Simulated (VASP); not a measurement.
Set up this calculation in VASP 6.6.1, as the native input.

```yaml
Task: single point
Functional: PBE
Potentials_or_basis: VASP PAW PBE potentials, release 64 (Nb_sv)
Cutoff: 520 eV
k_mesh: 15 × 15 × 15
Occupations: fermi-dirac, width 0.0612256 eV
Spin: no spin polarisation
Dipole_correction: no
Further_INCAR_settings: ALGO = Normal; EDIFF = 1e-07; NBANDS = 12
```

The structure of Nb lies in POSCAR:

```
Nb
1.0
    0.0000000000      2.1368487698      2.1368487698
    2.1368487698      0.0000000000      2.1368487698
    2.1368487698      2.1368487698      0.0000000000
Nb
1
Direct
    0.0000000000      0.0000000000      0.0000000000
```

These files were run (other wordings do the same):

INCAR

```
SYSTEM = Nb
PREC     = Accurate       ! precision mode
ENCUT    = 520            ! plane-wave cutoff, eV
EDIFF    = 1E-7           ! SCF threshold, eV
ISMEAR   = -1             ! smearing method
SIGMA    = 0.06122561905347299 ! smearing width, eV
LREAL    = .False.        ! projectors in reciprocal space
LASPH    = .True.         ! aspherical terms in the spheres
NELM     = 100            ! most SCF steps
ALGO     = Normal         ! electronic algorithm
ISIF     = 2              ! what is computed and relaxed
LWAVE    = .False.        ! write WAVECAR
LCHARG   = .True.         ! write CHGCAR
GGA      = PE             ! functional
LELF     = .True.         ! ELF
LVHAR    = .True.       
NBANDS   = 12             ! bands
```

KPOINTS

```
regular mesh
0
Gamma
  15 15 15
  0 0 0
```

Potentials or basis: VASP PAW PBE potentials, release 64 (Nb_sv).

The run is started by

```bash
$ cat potpaw_PBE.64/Nb_sv/POTCAR > POTCAR
$ mpirun -np 1 vasp_std > vasp.out
```

It gave:

- Pressure: -6.3 GPa

Run time: 12 s on 1 thread of Intel(R) Xeon(R) Platinum 8488C (Sapphire Rapids) (shared host), peak memory 0.15 GiB.
